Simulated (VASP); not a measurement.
# HfN (Fm-3m) in VASP: settings compared

The runs below take HfN through single point, with PBE, PBE+U.

Everything below comes from runs of VASP 6.6.1. Logs are shortened: lines on timing, memory, paths and dates and some standing lists are left out, and cuts for length are marked.

### Step 1. The cell of the first run

The structure is cubic, space group Fm-3m (No. 225). Conventional cell: a = 4.518 Å, b = 4.518 Å, c = 4.518 Å, α = 90.00°, β = 90.00°, γ = 90.00°. Hf (site symmetry m-3m) has 6 N at 2.26 Å within 3.0 Å. N (site symmetry m-3m) has 6 Hf at 2.26 Å within 3.0 Å.

### Step 2. Single point, PBE

File INCAR:

```
PREC = Accurate
ENCUT = 600
EDIFF = 1E-6
ISMEAR = 0
SIGMA = 0.05
LREAL = False
LASPH = True
NELM = 120
ALGO = Normal
ISIF = 2
LWAVE = False
LCHARG = True
GGA = PE
LELF = True
LVHAR = True
NBANDS = 14
GGA_COMPAT = False
```

File KPOINTS:

```
Automatic mesh
0
Gamma
  8 8 8
```

File POSCAR:

```
HfN
1.0
    0.0000000000      2.2590026142      2.2590026142
    2.2590026142      0.0000000000      2.2590026142
    2.2590026142      2.2590026142      0.0000000000
Hf N
1 1
Direct
    0.5000000000      0.5000000000      0.5000000000
    0.0000000000      0.0000000000      0.0000000000
```

Potentials or basis: VASP PAW PBE potentials, release 64 (Hf_pv, N).

Started as:

```console
cat potpaw_PBE.64/Hf_pv/POTCAR potpaw_PBE.64/N/POTCAR > POTCAR
mpirun -np 1 vasp_std > vasp.out
```

OUTCAR:

```text
PREC = Accurate
   ENCUT = 600
   EDIFF = 1E-6
   ISMEAR = 0
   LREAL = False
   LASPH = True
   NELM = 120
   ISIF = 2
   GGA = PE

 ion  position               nearest neighbor table
   1  0.500  0.500  0.500-   2 2.26   2 2.26   2 2.26   2 2.26   2 2.26   2 2.26
   2  0.000  0.000  0.000-   1 2.26   1 2.26   1 2.26   1 2.26   1 2.26   1 2.26

  LATTYP: Found a face centered cubic cell.
 ALAT       =     4.5180052284

  Lattice vectors:

 A1 = (   0.0000000000,   2.2590026142,   2.2590026142)
 A2 = (   2.2590026142,   0.0000000000,   2.2590026142)
 A3 = (   2.2590026142,   2.2590026142,   0.0000000000)

Analysis of symmetry for initial positions (statically):
=====================================================================
 Subroutine PRICEL returns:
 Original cell was already a primitive cell.

 Routine SETGRP: Setting up the symmetry group for a
 face centered cubic supercell.

 Subroutine GETGRP returns: Found 48 space group operations
 (whereof 48 operations were pure point group operations)
 out of a pool of 48 trial point group operations.

The static configuration has the point symmetry O_h .

Analysis of symmetry for dynamics (positions and initial velocities):
=====================================================================
 Subroutine PRICEL returns:
 Original cell was already a primitive cell.

 Routine SETGRP: Setting up the symmetry group for a
 face centered cubic supercell.

 Subroutine GETGRP returns: Found 48 space group operations
 (whereof 48 operations were pure point group operations)
 out of a pool of 48 trial point group operations.

The dynamic configuration has the point symmetry O_h .

 Subroutine INISYM returns: Found 48 space group operations
 (whereof 48 operations are pure point group operations),
 and found     1 'primitive' translations

----------------------------------------------------------------------------------------

                                     Primitive cell

  volume of cell :      23.0558

  direct lattice vectors                    reciprocal lattice vectors
     0.000000000  2.259002614  2.259002614    -0.221336619  0.221336619  0.221336619
     2.259002614  0.000000000  2.259002614     0.221336619 -0.221336619  0.221336619
     2.259002614  2.259002614  0.000000000     0.221336619  0.221336619 -0.221336619

  length of vectors
     3.194712134  3.194712134  3.194712134     0.383366269  0.383366269  0.383366269

  position of ions in fractional coordinates (direct lattice)
     0.500000000  0.500000000  0.500000000
     0.000000000  0.000000000  0.000000000

  ion indices of the primitive-cell ions
   primitive index   ion index
                 1           1
                 2           2

----------------------------------------------------------------------------------------

 KPOINTS: Automatic mesh

Automatic generation of k-mesh.
 Grid dimensions read from file:
 generate k-points for:    8    8    8

 Generating k-lattice:

  Cartesian coordinates                     Fractional coordinates (reciprocal lattice)
    -0.027667077  0.027667077  0.027667077     0.125000000  0.000000000  0.000000000
     0.027667077 -0.027667077  0.027667077     0.000000000  0.125000000  0.000000000
     0.027667077  0.027667077 -0.027667077     0.000000000  0.000000000  0.125000000

  Length of vectors
     0.047920784  0.047920784  0.047920784

  Shift w.r.t. Gamma in fractional coordinates (k-lattice)
     0.000000000  0.000000000  0.000000000

 Subroutine IBZKPT returns following result:
 ===========================================

 Found     29 irreducible k-points:

 Following reciprocal coordinates:
            Coordinates               Weight
  0.000000  0.000000  0.000000      1.000000
  0.125000  0.000000  0.000000      8.000000
  0.250000  0.000000  0.000000      8.000000
  0.375000  0.000000  0.000000      8.000000
  0.500000  0.000000  0.000000      4.000000
  0.125000  0.125000  0.000000      6.000000
[... 16 lines left out ...]
  0.500000  0.250000  0.125000     48.000000
 -0.375000  0.250000  0.125000     24.000000
 [... further k-points ...]
   k-points           NKPTS =     29   k-points in BZ     NKDIM =     29   number of bands    NBANDS=     14
   number of dos      NEDOS =    301   number of ions     NIONS =      2
   total plane-waves  NPLWV =  21952
   dimension x,y,z NGX =    28 NGY =   28 NGZ =   28
   dimension x,y,z NGXF=    56 NGYF=   56 NGZF=   56
   ions per type =               1   1
   NGX,Y,Z   is equivalent  to a cutoff of  14.57, 14.57, 14.57 a.u.
   NGXF,Y,Z  is equivalent  to a cutoff of  29.14, 29.14, 29.14 a.u.
 SYSTEM =  unknown system
   PREC   = accura    normal or accurate (medium, high low for compatibility)
   ISTART =      0    job   : 0-new  1-cont  2-samecut
   ICHARG =      2    charge: 1-file 2-atom 10-const
   ISPIN  =      1    spin polarized calculation?
   LNONCOLLINEAR =      F non collinear calculations
   LSORBIT =      F    spin-orbit coupling
   LASPH  =      T    aspherical Exc in radial PAW
   ENCUT  =  600.0 eV  44.10 Ry    6.64 a.u.   6.38  6.38  6.38*2*pi/ulx,y,z
   NELM   =    120;   NELMIN=  2; NELMDL= -5     # of ELM steps
   EDIFF  = 0.1E-05   stopping-criterion for ELM
   LREAL  =      F    real-space projection
   EDIFFG = 0.1E-04   stopping-criterion for IOM
   NSW    =      0    number of steps for IOM
   IBRION =     -1    ionic relax: 0-MD 1-quasi-New 2-CG
   NFREE  =      0    steps in history (QN), initial steepest desc. (CG)
   ISIF   =      2    stress and relaxation
   ISYM   =      2    0-nonsym 1-usesym 2-fastsym
   POTIM  = 0.5000    time-step for ionic-motion
   TEBEG  =    0.0;   TEEND  =   0.0 temperature during run
   PSTRESS=    0.0 pullay stress
   NELECT =      15.0000    total number of electrons
   NUPDOWN=      -1.0000    fix difference up-down
   EMIN   =  10.00;   EMAX   =-10.00  energy-range for DOS
   EFERMI =   0.00;   METHOD = LEGACY
   ISMEAR =     0;   SIGMA  =   0.05  broadening in eV -4-tet -1-fermi 0-gaus
   EFERMI_NEDOS =   21; number of points for ismear=-14 and -15
   IALGO  =     38    algorithm
   IMIX   =      4    mixing-type and parameters
     AMIX     =   0.40;   BMIX     =  1.00
     AMIX_MAG =   1.60;   BMIX_MAG =  1.00
  volume/ion in A,a.u.               =      11.53        77.79
  Fermi-wavevector in a.u.,A,eV,Ry     =   1.418552  2.680674 27.378855  2.012289
  Thomas-Fermi vector in A             =   2.539665
   LORBIT       =      0    0 simple, 1 ext, 2 COOP (PROOUT), +10 PAW based schemes
   GGA     = PE    functional components
   LHFCALC =     F    Hartree Fock is set to
   AEXX    =    0.0000 exact exchange contribution
   IVDW    =     0    specifies the selected vdW correction
   LEPSILON=     F    determine dielectric tensor
   LRPA    =     F    only Hartree local field effects (RPA)
 non-spin polarized calculation
 Gauss-broadening in eV      SIGMA  =   0.05
  energy-cutoff  :      600.00
  volume of cell :       23.06
 maximum number of plane-waves:       783
 NGX is ok and might be reduce to    28
   NGX = 13   NGY = 13   NGZ = 13

 number of electron      15.0000002 magnetization

 Free energy of the ion-electron system (eV)
  ---------------------------------------------------
  ext. energy  EPLUGINS =         0.00000000
  ---------------------------------------------------
  free energy    TOTEN  =       -21.74170280 eV

  energy without entropy =      -21.74019550  energy(sigma->0) =      -21.74094915

 E-fermi :   8.3787     XC(G=0): -12.7330

 val. band max:        8.3403676067   @ k =   0.1250   0.0000   0.0000
 cond. band min:       8.3894728874   @ k =   0.3750   0.1250   0.0000
 fundamental gap:      0.0491052806
 Fermi energy:         8.3786540991

 k-point     1 :       0.0000    0.0000    0.0000
  band No.  band energies     occupation
      1     -22.7779      2.00000
      2     -22.7779      2.00000
      3     -22.7779      2.00000
      4      -9.1177      2.00000
      5       5.3678      2.00000
      6       5.3678      2.00000
      7       5.3678      2.00000
      8       8.0353      2.00000
      9       8.0353      2.00000
     10       8.0353      2.00000
     11      10.1849      0.00000
     12      10.3493      0.00000
     13      10.3493      0.00000
     14      17.9458      0.00000

 k-point     2 :       0.1250    0.0000    0.0000
  band No.  band energies     occupation
      1     -22.9307      2.00000
      2     -22.7908      2.00000
      3     -22.7908      2.00000
      4      -8.7675      2.00000
      5       4.0478      2.00000
      6       4.5857      2.00000
      7       4.5857      2.00000
      8       8.3404      1.72115
      9       8.5252      0.00003
     10       8.5252      0.00003
     11      11.2234      0.00000
     12      11.4487      0.00000
     13      11.4487      0.00000
     14      19.1086      0.00000

 k-point     3 :       0.2500    0.0000    0.0000
  band No.  band energies     occupation
      1     -23.2794      2.00000
      2     -22.8215      2.00000
      3     -22.8215      2.00000
      4      -7.8822      2.00000
      5       1.9397      2.00000
      6       3.3656      2.00000
      7       3.3656      2.00000
      8       8.9495      0.00000
      9       9.7202      0.00000
     10       9.7202      0.00000
     11      13.0424      0.00000
     12      13.7074      0.00000
     13      13.7074      0.00000
     14      20.5813      0.00000
[... 324 lines left out ...]
 k-point    23 :       0.5000    0.2500    0.1250
  band No.  band energies     occupation
      1     -23.5091      2.00000
      2     -23.0799      2.00000
      3     -22.9174      2.00000
      4      -7.1210      2.00000
      5       0.8466      2.00000
      6       2.6563      2.00000
      7       3.0846      2.00000
      8       8.6318      0.00000
      9      11.8816      0.00000
     10      12.1398      0.00000
     11      13.3641      0.00000
     12      15.6094      0.00000
     13      17.5139      0.00000
     14      19.5946      0.00000

 k-point    24 :      -0.3750    0.2500    0.1250
  band No.  band energies     occupation
      1     -23.5805      2.00000
      2     -23.1029      2.00000
      3     -22.9455      2.00000
      4      -6.9278      2.00000
      5       0.6566      2.00000
      6       2.6258      2.00000
      7       2.6936      2.00000
      8      10.0243      0.00000
      9      10.4487      0.00000
     10      12.7440      0.00000
     11      14.7319      0.00000
     12      16.1528      0.00000
     13      17.7650      0.00000
     14      19.0834      0.00000

 [... further k-points ...]

------------------------ aborting loop because EDIFF is reached ----------------------------------------

  FORCE on cell =-STRESS in cart. coord.  units (eV):
  Direction    XX          YY          ZZ          XY          YZ          ZX
  --------------------------------------------------------------------------------------
  -------------------------------------------------------------------------------------
  Total        0.4532927      0.4532927      0.4532927      0.0000000      0.0000000      0.0000000
  in kB       31.4998962     31.4998962     31.4998962      0.0000000      0.0000000      0.0000000
  external PRESSURE =      31.4998962 kB  Pullay stress =       0.0000000 kB

 VOLUME and BASIS-vectors are now :
 -----------------------------------------------------------------------------
  energy-cutoff  :      600.00
  volume of cell :       23.06
      direct lattice vectors                 reciprocal lattice vectors
     0.000000000  2.259002614  2.259002614    -0.221336619  0.221336619  0.221336619
     2.259002614  0.000000000  2.259002614     0.221336619 -0.221336619  0.221336619
     2.259002614  2.259002614  0.000000000     0.221336619  0.221336619 -0.221336619

 POSITION                                       TOTAL-FORCE (eV/Angst)
 -----------------------------------------------------------------------------------
      2.25900      2.25900      2.25900         0.000000      0.000000      0.000000
      0.00000      0.00000      0.00000        -0.000000     -0.000000     -0.000000
 -----------------------------------------------------------------------------------
    total drift:                                0.000000      0.000000      0.000000

  FREE ENERGIE OF THE ION-ELECTRON SYSTEM (eV)
  ---------------------------------------------------
  free  energy   TOTEN  =       -21.7417028018 eV

  energy  without entropy=      -21.7401954977  energy(sigma->0) =      -21.74094915
```

Run time: 20 s. Hardware: 1 thread of Intel Xeon 8259CL, shared host; peak memory 0.16 GiB.

What came out:

```
Free energy            : -21.7417 eV
Pressure               : 3.1 GPa
Band gap on the k mesh : zero (an odd number of electrons rules out a gap without spin polarisation)
```

Caveat: the cell stands under pressure; spin-orbit coupling is left out, which moves the levels of the heavy elements.

### Step 3. Single point, PBE+U

File INCAR:

```
SYSTEM = HfN
ALGO = Normal ; EDIFF = 1E-6
ENCUT = 600 ; GGA = PE
GGA_COMPAT = .FALSE. ; ISIF = 2
ISMEAR = 0 ; LASPH = .TRUE.
LCHARG = .FALSE. ; LDAU = .TRUE.
LDAUJ = 0 0 ; LDAUL = 2 -1
LDAUPRINT = 1 ; LDAUTYPE = 2
LDAUU = 3 0 ; LMAXMIX = 4
LREAL = .FALSE. ; LWAVE = .FALSE.
NBANDS = 14 ; NELM = 200
PREC = Accurate ; SIGMA = 0.05
```

File KPOINTS:

```
k-points
0
G
  10 10 10
  0 0 0
```

POSCAR is that of step 2.

Potentials or basis: VASP PAW PBE potentials, release 64 (Hf_pv, N).

Started as:

```console
cat potpaw_PBE.64/Hf_pv/POTCAR potpaw_PBE.64/N/POTCAR > POTCAR
mpirun -np 1 vasp_std > vasp.out
```

OUTCAR:

```text
SYSTEM = HfN
   EDIFF = 1E-6
   ENCUT = 600
   GGA = PE
   ISIF = 2
   ISMEAR = 0
   LASPH = .TRUE.
   LREAL = .FALSE.
   NELM = 200
   PREC = Accurate

 ion  position               nearest neighbor table
   1  0.500  0.500  0.500-   2 2.26   2 2.26   2 2.26   2 2.26   2 2.26   2 2.26
   2  0.000  0.000  0.000-   1 2.26   1 2.26   1 2.26   1 2.26   1 2.26   1 2.26

  LATTYP: Found a face centered cubic cell.
 ALAT       =     4.5180052284

  Lattice vectors:

[... 634 lines left out ...]

  FORCE on cell =-STRESS in cart. coord.  units (eV):
  Direction    XX          YY          ZZ          XY          YZ          ZX
  --------------------------------------------------------------------------------------
  -------------------------------------------------------------------------------------
  Total        2.1298240      2.1298240      2.1298240      0.0000000      0.0000000      0.0000000
  in kB      148.0042244    148.0042244    148.0042244      0.0000000      0.0000000      0.0000000
  external PRESSURE =     148.0042244 kB  Pullay stress =       0.0000000 kB

 VOLUME and BASIS-vectors are now :
 -----------------------------------------------------------------------------
  energy-cutoff  :      600.00
  volume of cell :       23.06
      direct lattice vectors                 reciprocal lattice vectors
     0.000000000  2.259002614  2.259002614    -0.221336619  0.221336619  0.221336619
     2.259002614  0.000000000  2.259002614     0.221336619 -0.221336619  0.221336619
     2.259002614  2.259002614  0.000000000     0.221336619  0.221336619 -0.221336619

 POSITION                                       TOTAL-FORCE (eV/Angst)
 -----------------------------------------------------------------------------------
      2.25900      2.25900      2.25900        -0.000000      0.000000      0.000000
      0.00000      0.00000      0.00000         0.000000     -0.000000     -0.000000
 -----------------------------------------------------------------------------------
    total drift:                                0.000000      0.000000      0.000000

  FREE ENERGIE OF THE ION-ELECTRON SYSTEM (eV)
  ---------------------------------------------------
  free  energy   TOTEN  =       -19.5814549567 eV

  energy  without entropy=      -19.5803310303  energy(sigma->0) =      -19.58089299
```

stdout:

```text
POSCAR found type information on POSCAR HfN
 POSCAR found :  2 types and       2 ions
 scaLAPACK will be used
 LDA part: xc-table for (Slater+PW92), standard interpolation
 POSCAR, INCAR and KPOINTS ok, starting setup
 FFT: planning ... GRIDC
 FFT: planning ... GRID_SOFT
 FFT: planning ... GRID
 WAVECAR not read
 entering main loop
```

Wall time 29 s (1 thread of Intel Xeon 8259CL, shared host); peak memory 0.17 GiB.

Results:

* Free energy: -19.5815 eV
* Pressure: 14.8 GPa
* Band gap on the k mesh: zero (an odd number of electrons rules out a gap without spin polarisation)

Eigenvalues of the final occupation matrices:
| site | spin | trace | eigenvalues |
| --- | --- | --- | --- |
| site 1 d | 1 | 0.85 | 0.16 0.16 0.16 0.18 0.18 |
| site 1 d | 2 | 0.85 | 0.16 0.16 0.16 0.18 0.18 |

Caveat: the cell stands under pressure; spin-orbit coupling is left out, which moves the levels of the heavy elements; U without spin polarisation on a metal has little footing.
